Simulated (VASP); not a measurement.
Wanted: the native input for a VASP 6.6.1 run.

- Task: single point
- Functional: PBE
- Potentials or basis: VASP PAW PBE potentials, release 64 (Mo_sv)
- Cutoff: 520 eV
- k mesh: 21 × 21 × 18
- Occupations: gaussian, width 0.15 eV
- Spin: no spin polarisation
- Dipole correction: no
- Further INCAR settings: ALGO = Fast; EDIFF = 1e-07; NBANDS = 13

The structure of Mo lies in POSCAR:

```
Mo
1.0
    2.8038981571      0.0000000000      0.0000000000
   -1.4019490786      2.3097959589      0.0000000000
    0.0000000000      0.0000000000      2.5551807000
Mo
1
Direct
    0.0000000000      0.0000000000      0.5000000000
```

This cell differs from its parent crystal: strain +0.0250 x Voigt [1, -1, 0, 0, 0, 0].

The input as run:

INCAR

```
SYSTEM = Mo
  ALGO = Fast
  EDIFF = 1E-7
  ENCUT = 520
  GGA = PE
  ISIF = 2
  ISMEAR = 0
  LASPH = .True.
  LCHARG = .False.
  LREAL = .False.
  LWAVE = .False.
  NBANDS = 13
  NELM = 100
  PREC = Accurate
  SIGMA = 0.15
```

KPOINTS

```
k-points
0
Gamma
  21 21 18
  0 0 0
```

Potentials or basis: VASP PAW PBE potentials, release 64 (Mo_sv).

Command:

```console
$ cat potpaw_PBE.64/Mo_sv/POTCAR > POTCAR
$ mpirun -np 1 vasp_std > vasp.out
```

It gave:

The pressure is 4.3 GPa and the band gap on the k mesh is zero (band 7 reaches 12.59 eV, above the bottom of band 8 at 10.79 eV).

Caveat: the cell differs from its parent crystal (strain +0.0250 x Voigt [1, -1, 0, 0, 0, 0]).

Run time: 2.1 min on 1 thread of Intel Xeon 6975P-C, with other jobs on the host, peak memory 0.34 GiB.
